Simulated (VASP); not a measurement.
# TiC (Fmmm) in VASP: notebook

The runs below take TiC through single point, with PBE.

Everything below comes from runs of VASP 6.6.1. Logs are shortened: lines on timing, memory, paths and dates and some standing lists are left out, and cuts for length are marked.

### 1 The cell of the first run

The structure is orthorhombic, space group Fmmm (No. 69). The conventional cell has a = 4.170 Å, b = 4.333 Å, c = 4.495 Å, α = 90.00°, β = 90.00°, γ = 90.00°. Ti (site symmetry mmm) has 6 C at 2.09 to 2.25 Å within 2.8 Å. Within 2.8 Å of C (site symmetry mmm) lie 6 Ti at 2.09 to 2.25 Å.

### 2 Single point, PBE (strain +0.0375 x Voigt [1, -1, 0, 0, 0, 0])

File INCAR:

```
SYSTEM = TiC
ALGO = Normal
EDIFF = 1E-6
ENCUT = 520
GGA = PE
ISIF = 2
ISMEAR = 0
LASPH = .True.
LCHARG = .False.
LREAL = .False.
LWAVE = .False.
NBANDS = 15
NELM = 80
PREC = Accurate
SIGMA = 0.15
```

File KPOINTS:

```
k-points
0
Gamma
  24 24 24
  0 0 0
```

File POSCAR:

```
TiC
1.0
    0.0000000000      2.0852192169      2.1664615241
    2.2477038313      0.0000000000      2.1664615241
    2.2477038313      2.0852192169      0.0000000000
Ti C
1 1
Direct
    0.0000000000      0.0000000000      0.0000000000
    0.5000000000      0.5000000000      0.5000000000
```

Potentials or basis: VASP PAW PBE potentials, release 64 (Ti_sv, C).

Run with:

```bash
cat potpaw_PBE.64/Ti_sv/POTCAR potpaw_PBE.64/C/POTCAR > POTCAR
mpirun -np 1 vasp_std > vasp.out
```

OUTCAR:

```text
SYSTEM = TiC
   EDIFF = 1E-6
   ENCUT = 520
   GGA = PE
   ISIF = 2
   ISMEAR = 0
   LASPH = .True.
   LREAL = .False.
   NELM = 80
   PREC = Accurate

 ion  position               nearest neighbor table
   1  0.000  0.000  0.000-   2 2.09   2 2.09   2 2.17   2 2.17   2 2.25   2 2.25
   2  0.500  0.500  0.500-   1 2.09   1 2.09   1 2.17   1 2.17   1 2.25   1 2.25

  LATTYP: Found a face centered orthorhombic cell.
 ALAT       =     4.1704384338
 B/A-ratio  =     1.0389610390
 C/A-ratio  =     1.0779220780

  Lattice vectors:

 A1 = (  -2.2477038313,   0.0000000000,  -2.1664615241)
 A2 = (  -2.2477038313,   2.0852192169,   0.0000000000)
 A3 = (   0.0000000000,   2.0852192169,  -2.1664615241)

Analysis of symmetry for initial positions (statically):
=====================================================================
 Subroutine PRICEL returns:
 Original cell was already a primitive cell.

 Routine SETGRP: Setting up the symmetry group for a
 face centered orthorhombic supercell.

 Subroutine GETGRP returns: Found  8 space group operations
 (whereof  8 operations were pure point group operations)
 out of a pool of  8 trial point group operations.

The static configuration has the point symmetry D_2h.

Analysis of symmetry for dynamics (positions and initial velocities):
=====================================================================
 Subroutine PRICEL returns:
 Original cell was already a primitive cell.

 Routine SETGRP: Setting up the symmetry group for a
 face centered orthorhombic supercell.

 Subroutine GETGRP returns: Found  8 space group operations
 (whereof  8 operations were pure point group operations)
 out of a pool of  8 trial point group operations.

The dynamic configuration has the point symmetry D_2h.

 Subroutine INISYM returns: Found  8 space group operations
 (whereof  8 operations are pure point group operations),
 and found     1 'primitive' translations

----------------------------------------------------------------------------------------

                                     Primitive cell

  volume of cell :      20.3082

  direct lattice vectors                    reciprocal lattice vectors
     0.000000000  2.085219217  2.166461524    -0.222449236  0.239782943  0.230791082
     2.247703831  0.000000000  2.166461524     0.222449236 -0.239782943  0.230791082
     2.247703831  2.085219217  0.000000000     0.222449236  0.239782943 -0.230791082

  length of vectors
     3.006941090  3.121814865  3.065992775     0.400304941  0.400304941  0.400304941

  position of ions in fractional coordinates (direct lattice)
     0.000000000  0.000000000  0.000000000
     0.500000000  0.500000000  0.500000000

  ion indices of the primitive-cell ions
   primitive index   ion index
                 1           1
                 2           2

----------------------------------------------------------------------------------------

 KPOINTS: k-points

Automatic generation of k-mesh.
 Grid dimensions read from file:
 generate k-points for:   24   24   24

 Generating k-lattice:

  Cartesian coordinates                     Fractional coordinates (reciprocal lattice)
    -0.009268718  0.009990956  0.009616295     0.041666667  0.000000000  0.000000000
     0.009268718 -0.009990956  0.009616295     0.000000000  0.041666667  0.000000000
     0.009268718  0.009990956 -0.009616295     0.000000000  0.000000000  0.041666667

  Length of vectors
     0.016679373  0.016679373  0.016679373

  Shift w.r.t. Gamma in fractional coordinates (k-lattice)
     0.000000000  0.000000000  0.000000000

 Subroutine IBZKPT returns following result:
 ===========================================

 Found   1963 irreducible k-points:

 Following reciprocal coordinates:
            Coordinates               Weight
  0.000000  0.000000  0.000000      1.000000
  0.041667  0.000000  0.000000      8.000000
  0.083333  0.000000 -0.000000      8.000000
  0.125000  0.000000 -0.000000      8.000000
  0.166667 -0.000000  0.000000      8.000000
  0.208333 -0.000000  0.000000      8.000000
[... 16 lines left out ...]
  0.416667  0.041667 -0.000000      8.000000
  0.458333  0.041667  0.000000      8.000000
 [... further k-points ...]
   k-points           NKPTS =   1963   k-points in BZ     NKDIM =   1963   number of bands    NBANDS=     15
   number of dos      NEDOS =    301   number of ions     NIONS =      2
   total plane-waves  NPLWV =  13824
   dimension x,y,z NGX =    24 NGY =   24 NGZ =   24
   dimension x,y,z NGXF=    48 NGYF=   48 NGZF=   48
   ions per type =               1   1
   NGX,Y,Z   is equivalent  to a cutoff of  13.27, 12.78, 13.01 a.u.
   NGXF,Y,Z  is equivalent  to a cutoff of  26.54, 25.56, 26.03 a.u.
 SYSTEM =  TiC
   PREC   = accura    normal or accurate (medium, high low for compatibility)
   ISTART =      0    job   : 0-new  1-cont  2-samecut
   ICHARG =      2    charge: 1-file 2-atom 10-const
   ISPIN  =      1    spin polarized calculation?
   LNONCOLLINEAR =      F non collinear calculations
   LSORBIT =      F    spin-orbit coupling
   LASPH  =      T    aspherical Exc in radial PAW
   ENCUT  =  520.0 eV  38.22 Ry    6.18 a.u.   5.59  5.80  5.70*2*pi/ulx,y,z
   NELM   =     80;   NELMIN=  2; NELMDL= -5     # of ELM steps
   EDIFF  = 0.1E-05   stopping-criterion for ELM
   LREAL  =      F    real-space projection
   EDIFFG = 0.1E-04   stopping-criterion for IOM
   NSW    =      0    number of steps for IOM
   IBRION =     -1    ionic relax: 0-MD 1-quasi-New 2-CG
   NFREE  =      0    steps in history (QN), initial steepest desc. (CG)
   ISIF   =      2    stress and relaxation
   ISYM   =      2    0-nonsym 1-usesym 2-fastsym
   POTIM  = 0.5000    time-step for ionic-motion
   TEBEG  =    0.0;   TEEND  =   0.0 temperature during run
   PSTRESS=    0.0 pullay stress
   NELECT =      16.0000    total number of electrons
   NUPDOWN=      -1.0000    fix difference up-down
   EMIN   =  10.00;   EMAX   =-10.00  energy-range for DOS
   EFERMI =   0.00;   METHOD = LEGACY
   ISMEAR =     0;   SIGMA  =   0.15  broadening in eV -4-tet -1-fermi 0-gaus
   EFERMI_NEDOS =   21; number of points for ismear=-14 and -15
   IALGO  =     38    algorithm
   IMIX   =      4    mixing-type and parameters
     AMIX     =   0.40;   BMIX     =  1.00
     AMIX_MAG =   1.60;   BMIX_MAG =  1.00
  volume/ion in A,a.u.               =      10.15        68.52
  Fermi-wavevector in a.u.,A,eV,Ry     =   1.512020  2.857304 31.105705  2.286205
  Thomas-Fermi vector in A             =   2.622000
   LORBIT       =      0    0 simple, 1 ext, 2 COOP (PROOUT), +10 PAW based schemes
   GGA     = PE    functional components
   LHFCALC =     F    Hartree Fock is set to
   AEXX    =    0.0000 exact exchange contribution
   IVDW    =     0    specifies the selected vdW correction
   LEPSILON=     F    determine dielectric tensor
   LRPA    =     F    only Hartree local field effects (RPA)
 non-spin polarized calculation
 Gauss-broadening in eV      SIGMA  =   0.15
  energy-cutoff  :      520.00
  volume of cell :       20.31
 maximum number of plane-waves:       560
   NGX = 11   NGY = 11   NGZ = 11

 number of electron      16.0000001 magnetization

 Free energy of the ion-electron system (eV)
  ---------------------------------------------------
  ext. energy  EPLUGINS =         0.00000000
  ---------------------------------------------------
  free energy    TOTEN  =       -18.63981196 eV

  energy without entropy =      -18.63650196  energy(sigma->0) =      -18.63815696

 E-fermi :   9.4298     XC(G=0): -12.6914

 val. band max:        9.4288330587   @ k =   0.3750   0.4167   0.0417
 cond. band min:       9.4317094821   @ k =   0.0000   0.2083   0.2083
 fundamental gap:      0.0028764234
 Fermi energy:         9.4297815261

 k-point     1 :       0.0000    0.0000    0.0000
  band No.  band energies     occupation
      1     -47.1528      2.00000
      2     -23.2367      2.00000
      3     -23.1696      2.00000
      4     -23.1321      2.00000
      5      -2.9834      2.00000
      6       9.8529      0.00007
      7      10.1329      0.00000
      8      10.4029      0.00000
      9      10.8439      0.00000
     10      10.9571      0.00000
     11      11.0887      0.00000
     12      11.2476      0.00000
     13      11.3268      0.00000
     14      20.0164      0.00000
     15      23.4987      0.00000

 k-point     2 :       0.0417    0.0000    0.0000
  band No.  band energies     occupation
      1     -47.1515      2.00000
      2     -23.2400      2.00000
      3     -23.1734      2.00000
      4     -23.1355      2.00000
      5      -2.9437      2.00000
      6       9.7478      0.00271
      7       9.9743      0.00000
      8      10.2630      0.00000
      9      10.4551      0.00000
     10      10.6741      0.00000
     11      11.2412      0.00000
     12      11.5713      0.00000
     13      11.9494      0.00000
     14      20.0886      0.00000
     15      23.5148      0.00000

 k-point     3 :       0.0833    0.0000   -0.0000
  band No.  band energies     occupation
      1     -47.1479      2.00000
      2     -23.2517      2.00000
      3     -23.1856      2.00000
      4     -23.1424      2.00000
      5      -2.8257      2.00000
      6       9.3585      1.49862
      7       9.4954      0.53608
      8       9.8195      0.00024
      9      10.3588      0.00000
     10      10.5466      0.00000
     11      11.4679      0.00000
     12      12.2387      0.00000
     13      12.6708      0.00000
     14      20.2870      0.00000
     15      23.5408      0.00000
[... 343 lines left out ...]
 k-point    23 :       0.4167    0.0417   -0.0000
  band No.  band energies     occupation
      1     -47.0851      2.00000
      2     -23.6329      2.00000
      3     -23.2804      2.00000
      4     -23.1743      2.00000
      5      -0.0636      2.00000
      6       4.3154      2.00000
      7       6.6029      2.00000
      8       6.7688      2.00000
      9      11.9721      0.00000
     10      12.2319      0.00000
     11      13.2261      0.00000
     12      16.5540      0.00000
     13      17.6138      0.00000
     14      18.4540      0.00000
     15      24.3414      0.00000

 k-point    24 :       0.4583    0.0417    0.0000
  band No.  band energies     occupation
      1     -47.0807      2.00000
      2     -23.6615      2.00000
      3     -23.2844      2.00000
      4     -23.1762      2.00000
      5       0.2935      2.00000
      6       3.8733      2.00000
      7       6.4928      2.00000
      8       6.6243      2.00000
      9      12.1274      0.00000
     10      12.3881      0.00000
     11      13.4387      0.00000
     12      16.8243      0.00000
     13      17.7877      0.00000
     14      18.0927      0.00000
     15      23.9773      0.00000

 [... further k-points ...]
[... 5 lines left out ...]
  --------------------------------------------------------------------------------------
  -------------------------------------------------------------------------------------
  Total       -1.4626802      2.3661451      0.0737200      0.0000000     -0.0000000      0.0000000
  in kB     -115.3953176    186.6724287      5.8159960      0.0000000     -0.0000000      0.0000000
  external PRESSURE =      25.6977024 kB  Pullay stress =       0.0000000 kB

 VOLUME and BASIS-vectors are now :
 -----------------------------------------------------------------------------
  energy-cutoff  :      520.00
  volume of cell :       20.31
      direct lattice vectors                 reciprocal lattice vectors
     0.000000000  2.085219217  2.166461524    -0.222449236  0.239782943  0.230791082
     2.247703831  0.000000000  2.166461524     0.222449236 -0.239782943  0.230791082
     2.247703831  2.085219217  0.000000000     0.222449236  0.239782943 -0.230791082

 POSITION                                       TOTAL-FORCE (eV/Angst)
 -----------------------------------------------------------------------------------
      0.00000      0.00000      0.00000         0.000000      0.000000     -0.000000
      2.24770      2.08522      2.16646         0.000000     -0.000000      0.000000
 -----------------------------------------------------------------------------------
    total drift:                                0.000000     -0.000000     -0.000000

  FREE ENERGIE OF THE ION-ELECTRON SYSTEM (eV)
  ---------------------------------------------------
  free  energy   TOTEN  =       -18.6398119571 eV

  energy  without entropy=      -18.6365019565  energy(sigma->0) =      -18.63815696
```

Wall time 3 min (1 thread of Intel Xeon 6975P-C (Granite Rapids), shared host); peak memory 0.66 GiB.

Results:

* Free energy: -18.6398 eV
* Pressure: 2.6 GPa
* Band gap on the k mesh: zero (bands 8 and 9 overlap by 1.76 eV)

Levels at points of the mesh, in eV from the Fermi level:
| k point | band 6 | band 7 | band 8 | band 9 | band 10 | band 11 |
| --- | --- | --- | --- | --- | --- | --- |
| (0.00, 0.00, 0.00) | 0.42 | 0.70 | 0.97 | 1.41 | 1.53 | 1.66 |
| (0.50, 0.00, 0.00) | -5.85 | -3.00 | -2.89 | 2.78 | 3.07 | 4.15 |
| (0.50, 0.50, 0.00) | -3.45 | -1.60 | -0.04 | 0.01 | 2.63 | 3.27 |
| (0.50, 0.00, 0.50) | -3.01 | -1.69 | -0.32 | -0.32 | 2.71 | 3.39 |
| (0.00, 0.50, 0.50) | -3.81 | -1.56 | 0.21 | 0.27 | 2.68 | 3.38 |

Caveat: the cell differs from its parent crystal (strain +0.0375 x Voigt [1, -1, 0, 0, 0, 0]).

### 3 Single point, PBE (strain -0.1500 x Voigt [1, -1, 0, 0, 0, 0])

File INCAR:

```
SYSTEM = TiC
PREC = Accurate ; ENCUT = 520
EDIFF = 1E-7 ; ISMEAR = 0
SIGMA = 0.15 ; LREAL = .FALSE.
LASPH = .TRUE. ; NELM = 60
ALGO = Normal ; ISIF = 2
LWAVE = .FALSE. ; LCHARG = .FALSE.
GGA = PE ; NBANDS = 15
```

File KPOINTS:

```
Automatic mesh
0
G
  24 24 24
  0 0 0
```

File POSCAR:

```
TiC
1.0
    0.0000000000      2.4914307527      2.1664615241
    1.8414922955      0.0000000000      2.1664615241
    1.8414922955      2.4914307527      0.0000000000
Ti C
1 1
Direct
    0.0000000000      0.0000000000      0.0000000000
    0.5000000000      0.5000000000      0.5000000000
```

Potentials or basis: VASP PAW PBE potentials, release 64 (Ti_sv, C).

Run with:

```bash
cat potpaw_PBE.64/Ti_sv/POTCAR potpaw_PBE.64/C/POTCAR > POTCAR
mpirun -np 1 vasp_std > vasp.out
```

Wall time 20 min (1 thread of Intel Xeon 8259CL, shared host); peak memory 0.67 GiB.

Results (log left out):

```
Free energy            : -17.2706 eV
Pressure               : 39.5 GPa
Band gap on the k mesh : zero (bands 8 and 9 overlap by 2.50 eV)
```

Stress tensor (GPa, compression positive):
```
138.03   0.00   0.00
  0.00 -27.69   0.00
  0.00   0.00   8.17
```

Levels at points of the mesh, in eV from the Fermi level:
| k point | band 6 | band 7 | band 8 | band 9 | band 10 | band 11 |
| --- | --- | --- | --- | --- | --- | --- |
| (0.00, 0.00, 0.00) | -0.25 | 0.10 | 0.95 | 0.97 | 1.50 | 1.92 |
| (0.50, 0.00, 0.00) | -6.02 | -3.76 | -3.43 | 2.67 | 3.60 | 5.16 |
| (0.50, 0.50, 0.00) | -3.58 | -1.25 | 0.14 | 0.90 | 1.97 | 2.59 |
| (0.50, 0.00, 0.50) | -4.68 | -1.42 | 0.74 | 1.71 | 2.45 | 3.33 |
| (0.00, 0.50, 0.50) | -1.91 | -1.25 | -1.12 | -0.99 | 2.85 | 3.04 |

Caveat: the cell differs from its parent crystal (strain -0.1500 x Voigt [1, -1, 0, 0, 0, 0]); the cell stands under pressure.
